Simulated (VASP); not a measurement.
# Ag in VASP: settings compared, part 2 of 2

VASP 6.6.1.

## 4. Electric field gradients, PBE, non-collinear spin, zero start, spin-orbit coupling

File INCAR:

```
ALGO = Normal
EDIFF = 1E-8
ENCUT = 520
GGA = PE
GGA_COMPAT = F
ISIF = 2
ISMEAR = -1
LASPH = T
LCHARG = F
LEFG = T
LMAXMIX = 4
LORBIT = 11
LORBMOM = T
LREAL = F
LSORBIT = T
LWAVE = F
MAGMOM = 0 0 0
NBANDS = 22
NELM = 150
PREC = Accurate
SIGMA = 0.05
```

File KPOINTS:

```
k-points
0
Gamma
  15 15 15
```

File POSCAR:

```
Ag
1.0
    0.0000000000      2.0431000000      2.0431000000
    2.0431000000      0.0000000000      2.0431000000
    2.0431000000      2.0431000000      0.0000000000
Ag
1
Direct
    0.0000000000      0.0000000000      0.0000000000
```

Potentials or basis: VASP PAW PBE potentials, release 64 (Ag).

Command:

```console
$ cat potpaw_PBE.64/Ag/POTCAR > POTCAR
$ mpirun -np 1 vasp_ncl > vasp.out
```

OUTCAR:

```text
EDIFF = 1E-8
   ENCUT = 520
   GGA = PE
   ISIF = 2
   ISMEAR = -1
   LASPH = T
   LORBIT = 11
   LREAL = F
   LSORBIT = T
   NELM = 150
   PREC = Accurate

 ion  position               nearest neighbor table
   1  0.000  0.000  0.000-

  LATTYP: Found a face centered cubic cell.
 ALAT       =     4.0862000000

  Lattice vectors:

 A1 = (   0.0000000000,   2.0431000000,   2.0431000000)
 A2 = (   2.0431000000,   0.0000000000,   2.0431000000)
 A3 = (   2.0431000000,   2.0431000000,   0.0000000000)

Analysis of symmetry for initial positions (statically):
=====================================================================
 Subroutine PRICEL returns:
 Original cell was already a primitive cell.

 Routine SETGRP: Setting up the symmetry group for a
[... 871 lines left out ...]
           -0.000   0.000  -0.000

 Spin-Orbit-Coupling matrix elements

 Ion:    1  E_soc:     -0.0544014
 l=   1
     0.0000000    -0.0020173    -0.0020173
    -0.0020173     0.0000000    -0.0020173
    -0.0020173    -0.0020173     0.0000000
 l=   2
     0.0000000    -0.0014940     0.0000000    -0.0014940    -0.0055555
    -0.0014940     0.0000000    -0.0041667    -0.0014940    -0.0013889
     0.0000000    -0.0041667     0.0000000    -0.0041667     0.0000000
    -0.0014940    -0.0014940    -0.0041667     0.0000000    -0.0013889
    -0.0055555    -0.0013889     0.0000000    -0.0013889     0.0000000
 l=   3
     0.0000000     0.0000000     0.0000000     0.0000000     0.0000000     0.0000000     0.0000000
     0.0000000     0.0000000     0.0000000     0.0000000     0.0000000     0.0000000     0.0000000
     0.0000000     0.0000000     0.0000000     0.0000000     0.0000000     0.0000000     0.0000000
     0.0000000     0.0000000     0.0000000     0.0000000     0.0000000     0.0000000     0.0000000
     0.0000000     0.0000000     0.0000000     0.0000000     0.0000000     0.0000000     0.0000000
     0.0000000     0.0000000     0.0000000     0.0000000     0.0000000     0.0000000     0.0000000
     0.0000000     0.0000000     0.0000000     0.0000000     0.0000000     0.0000000     0.0000000

 total charge

# of ion       s       p       d       tot
------------------------------------------
    1        0.421   0.302   9.155   9.877

 magnetization (x)

# of ion       s       p       d       tot
------------------------------------------
    1       -0.000   0.000   0.000  -0.000

 magnetization (y)

# of ion       s       p       d       tot
------------------------------------------
    1        0.000  -0.000   0.000   0.000

 magnetization (z)

# of ion       s       p       d       tot
------------------------------------------
    1        0.000   0.000   0.000   0.000
```

OSZICAR:

```text
N       E                     dE             d eps       ncg     rms          rms(c)
DAV:   1     0.687859987037E+02    0.68786E+02   -0.55015E+03  5304   0.976E+02
DAV:   2    -0.131602642006E+01   -0.70102E+02   -0.65066E+02  6024   0.247E+02
DAV:   3    -0.298767084115E+01   -0.16716E+01   -0.16659E+01  6084   0.404E+01
DAV:   4    -0.299374641485E+01   -0.60756E-02   -0.60751E-02  5832   0.250E+00
DAV:   5    -0.299380630155E+01   -0.59887E-04   -0.59887E-04  6060   0.247E-01    0.534E+00
DAV:   6    -0.274343018066E+01    0.25038E+00   -0.45789E-01  5760   0.971E+00    0.344E+00
DAV:   7    -0.273516893852E+01    0.82612E-02   -0.74785E-03  6044   0.109E+00    0.195E+00
DAV:   8    -0.273218097058E+01    0.29880E-02   -0.59471E-04  5776   0.222E-01    0.348E-01
DAV:   9    -0.273219026522E+01   -0.92946E-05   -0.78402E-06  6088   0.228E-02    0.463E-02
DAV:  10    -0.273219651482E+01   -0.62496E-05   -0.16030E-06  5846   0.152E-02    0.267E-02
DAV:  11    -0.273219890966E+01   -0.23948E-05   -0.13207E-06  5812   0.120E-02    0.962E-04
DAV:  12    -0.273219884715E+01    0.62507E-07   -0.11249E-08  5866   0.934E-04    0.436E-04
DAV:  13    -0.273219881306E+01    0.34088E-07   -0.81908E-10  3330   0.284E-04    0.160E-04
DAV:  14    -0.273219879720E+01    0.15861E-07   -0.63186E-10  3048   0.274E-04    0.619E-05
DAV:  15    -0.273219879357E+01    0.36366E-08   -0.21511E-11  2946   0.522E-05
   1 F= -.27321988E+01 E0= -.27304513E+01  d E =-.349494E-02  mag=     0.0000    -0.0000     0.0000
```

stdout:

```text
POSCAR found type information on POSCAR Ag
 POSCAR found :  1 types and       1 ions
 scaLAPACK will be used
 LDA part: xc-table for (Slater+PW92), standard interpolation
 POSCAR, INCAR and KPOINTS ok, starting setup
 FFT: planning ... GRIDC
 FFT: planning ... GRID_SOFT
 FFT: planning ... GRID
 WAVECAR not read
 entering main loop
ion   1
```

Run time: 99 s. Hardware: 1 thread of Intel Xeon 6975P-C, shared host; peak memory 0.24 GiB.

Results:

```
Free energy                                           : -2.7322 eV
Pressure                                              : 4.3 GPa
Net moment                                            : 0.00 μB per cell
Valence electrons inside the program's atomic spheres : Ag 9.88
```

Moments on the atoms (μB; x, y, z):
```
Ag  0.00 0.00 0.00
```

Caveat: without QUAD_EFG the Cq values of the log hold for a quadrupole moment of 1 mb, not for the nuclei.

## 5. Electric field gradients, PBE (z stretched by -1.5 % at fixed volume)

File INCAR:

```
SYSTEM = Ag
PREC = Accurate ; ENCUT = 400
EDIFF = 1E-8 ; ISMEAR = -1
SIGMA = 0.05 ; LREAL = .False.
LASPH = .True. ; NELM = 120
ALGO = Normal ; ISIF = 2
LWAVE = .False. ; LCHARG = .False.
GGA = PE ; LEFG = .True.
NBANDS = 12 ; GGA_COMPAT = .False.
```

File KPOINTS:

```
Automatic mesh
0
Gamma
  15 15 15
  0 0 0
```

File POSCAR:

```
Ag
1.0
    0.0000000000      2.0585978200      2.0124535000
    2.0585978200      0.0000000000      2.0124535000
    2.0585978200      2.0585978200      0.0000000000
Ag
1
Direct
    0.0000000000      0.0000000000      0.0000000000
```

Potentials or basis: VASP PAW PBE potentials, release 64 (Ag).

Command:

```console
$ cat potpaw_PBE.64/Ag/POTCAR > POTCAR
$ mpirun -np 1 vasp_std > vasp.out
```

OUTCAR:

```text
SYSTEM = Ag
   PREC = Accurate
   ENCUT = 400
   EDIFF = 1E-8
   ISMEAR = -1
   LREAL = .False.
   LASPH = .True.
   NELM = 120
   ISIF = 2
   GGA = PE

 ion  position               nearest neighbor table
   1  0.000  0.000  0.000-

  LATTYP: Found a body centered tetragonal cell.
 ALAT       =     2.9112969565
 C/A-ratio  =     1.3825133815

  Lattice vectors:

 A1 = (   0.0000000000,  -2.0585978200,  -2.0124535000)
 A2 = (   0.0000000000,   2.0585978200,  -2.0124535000)
 A3 = (   2.0585978200,   0.0000000000,   2.0124535000)
[... 564 lines left out ...]
    total drift:                               -0.000000     -0.000000     -0.000000

  FREE ENERGIE OF THE ION-ELECTRON SYSTEM (eV)
  ---------------------------------------------------
  free  energy   TOTEN  =        -2.7049383767 eV

  energy  without entropy=       -2.7019634929  energy(sigma->0) =       -2.70345093

 Electric field gradients (V/A^2)
---------------------------------------------------------------------
 ion       V_xx      V_yy      V_zz      V_xy      V_xz      V_yz
---------------------------------------------------------------------
   1      -0.701    -0.701     1.402     0.000    -0.001    -0.001
---------------------------------------------------------------------

 Electric field gradients after diagonalization (V/A^2)
 (convention: |V_zz| > |V_xx| > |V_yy|)
----------------------------------------------------------------------
 ion       V_xx      V_yy      V_zz     asymmetry (V_yy - V_xx)/ V_zz
----------------------------------------------------------------------
   1      -0.701    -0.701     1.402       0.000
----------------------------------------------------------------------

           NMR quadrupolar parameters

 Cq : quadrupolar parameter    Cq=e*Q*V_zz/h
 eta: asymmetry parameters     (V_yy - V_xx)/ V_zz
 Q  : nuclear electric quadrupole moment in mb (millibarn)
----------------------------------------------------------------------
 ion       Cq(MHz)       eta       Q (mb)
----------------------------------------------------------------------
   1       0.003       0.000       1.000
----------------------------------------------------------------------
```

OSZICAR:

```text
N       E                     dE             d eps       ncg     rms          rms(c)
DAV:   1     0.430539116247E+02    0.43054E+02   -0.46659E+03  7124   0.659E+02
DAV:   2    -0.234134133827E+01   -0.45395E+02   -0.43082E+02  8164   0.170E+02
DAV:   3    -0.296110307883E+01   -0.61976E+00   -0.61948E+00  8128   0.210E+01
DAV:   4    -0.296290900449E+01   -0.18059E-02   -0.18059E-02  8044   0.120E+00
DAV:   5    -0.296292307880E+01   -0.14074E-04   -0.14074E-04  8116   0.942E-02    0.522E+00
DAV:   6    -0.271629334138E+01    0.24663E+00   -0.96304E-01  7504   0.876E+00    0.337E+00
DAV:   7    -0.270790616697E+01    0.83872E-02   -0.96110E-03  8116   0.908E-01    0.190E+00
DAV:   8    -0.270492604013E+01    0.29801E-02   -0.68766E-04  7816   0.187E-01    0.932E-02
DAV:   9    -0.270493374289E+01   -0.77028E-05   -0.10354E-05  8108   0.250E-02    0.264E-02
DAV:  10    -0.270493884669E+01   -0.51038E-05   -0.41960E-06  7900   0.187E-02    0.638E-03
DAV:  11    -0.270493842539E+01    0.42130E-06   -0.11554E-07  8160   0.282E-03    0.714E-04
DAV:  12    -0.270493837553E+01    0.49861E-07   -0.36451E-09  5356   0.537E-04    0.466E-05
DAV:  13    -0.270493837667E+01   -0.11407E-08   -0.97489E-11  4152   0.953E-05
   1 F= -.27049384E+01 E0= -.27034509E+01  d E =-.297488E-02
```

stdout:

```text
POSCAR found type information on POSCAR Ag
 POSCAR found :  1 types and       1 ions
 scaLAPACK will be used
 LDA part: xc-table for (Slater+PW92), standard interpolation
 POSCAR, INCAR and KPOINTS ok, starting setup
 FFT: planning ... GRIDC
 FFT: planning ... GRID_SOFT
 FFT: planning ... GRID
 WAVECAR not read
 entering main loop
ion   1
```

Wall time 35 s (1 thread of AMD EPYC 9R45 (Zen 5), shared host); peak memory 0.12 GiB.

What came out:

| Quantity | Value |
| --- | --- |
| Free energy | -2.7049 eV |
| Pressure | 4.1 GPa |

Electric field gradients, principal values (V/Å²):
| atom | least | middle | greatest (by size) |
| --- | --- | --- | --- |
| 1 Ag | -0.701 | -0.701 | 1.402 |

Caveat: without QUAD_EFG the Cq values of the log hold for a quadrupole moment of 1 mb, not for the nuclei.

## 6. Overview

```csv
level,potentials or basis,spin,cell,k mesh,cutoff (eV),gap on the mesh (eV),pressure (GPa)
LDA,"VASP PAW LDA potentials, release 64 (Ag)",off,"a = 2.889 Å, angles 60.0°, 1 atom",15 × 15 × 15,520,none,-7.3
LDA,"VASP PAW LDA potentials, release 64 (Ag)",off,"a = 2.889 Å, angles 60.0°, 1 atom",22 × 22 × 22,520,none,-7.2
PBE,"VASP PAW PBE potentials, release 64 (Ag)","non-collinear, zero start, SOC","a = 2.889 Å, angles 60.0°, 1 atom",15 × 15 × 15,520,-,4.3
PBE,"VASP PAW PBE potentials, release 64 (Ag)",off,"a = 2.879, b = 2.879, c = 2.911 Å, angles 59.6, 59.6, 60.7°, 1 atom",15 × 15 × 15,400,none,4.1
```

Alike in all rows: task electric field gradients; smearing fermi-dirac 0.05 eV.

Absolute energies hang on the potentials; compare differences alone.
